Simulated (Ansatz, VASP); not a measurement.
**ZnS: VASP beside Ansatz**

File INCAR:

```
SYSTEM = ZnS
  ALGO = Normal
  EDIFF = 1E-6
  ENCUT = 520
  GGA = PS
  ISIF = 2
  ISMEAR = 0
  LASPH = .True.
  LCHARG = .False.
  LREAL = .False.
  LWAVE = .False.
  NBANDS = 16
  NELM = 100
  PREC = Accurate
  SIGMA = 0.05
```

File KPOINTS:

```
k-points
0
Gamma
  10 10 10
  0 0 0
```

Contents of POSCAR:

```
ZnS
1.0
    0.0000000000      2.6782590749      2.6782590749
    2.6782590749      0.0000000000      2.6782590749
    2.6782590749      2.6782590749      0.0000000000
Zn S
1 1
Direct
    0.0000000000      0.0000000000      0.0000000000
    0.7095807678      0.7634730774      0.7634730774
```

Input for Ansatz:

```yaml
crystal:
  lattice:
    - [0.0, 2.6782590749, 2.6782590749]
    - [2.6782590749, 0.0, 2.6782590749]
    - [2.6782590749, 2.6782590749, 0.0]
  atoms:
    - { symbol: Zn, position: [0.0, 0.0, 0.0] }
    - { symbol: S, position: [0.7095807678, 0.7634730774, 0.7634730774] }
basis:
  ecutwfc: 420
kpoints:
  mp_grid: { grid: [10, 10, 10] }
hamiltonian:
  xc: pbesol
scf:
  occupations: { method: gaussian, width: 0.05 }
output:
  forces: true
  stress: true
  eigenvalues: true
```

Change from the starting cell: all S atoms moved +0.125 Å, as atom 2 towards its neighbour atom 1 (Zn) at 2.319 Å.

Alike in both runs: task single point; functional PBEsol; k mesh 10 × 10 × 10; occupations gaussian, width 0.05 eV; no spin polarisation.

|  | VASP | Ansatz |
| --- | --- | --- |
| version | VASP 6.6.1 | Ansatz 0.2.0 |
| potentials or method | VASP PAW PBE potentials, release 64 (Zn, S), cutoff 520 eV | scalar-relativistic, plane waves, PAW |
| valence electrons in the cell | 18 | 18 |

Ansatz gave:

* gap on the k mesh at the Fermi level (eV): 2.03
* least direct gap on the mesh (eV): 2.03
* pressure (GPa): 0.7
* traceless stress, the component that is largest in VASP (GPa): -2.40
* rms of the force components (eV/Å): 0.592

Q: What did VASP give for the same quantities?

A: gap on the k mesh at the Fermi level (eV): 2.04; least direct gap on the mesh (eV): 2.04; pressure (GPa): 0.9; traceless stress, the component that is largest in VASP (GPa): -2.42; rms of the force components (eV/Å): 0.594.

VASP's potentials were made for PBE, not for PBEsol. Atom by atom the forces differ by 0.002 eV/Å (rms over components). With one functional, cell and mesh, what is left measures potentials, basis and numerics.
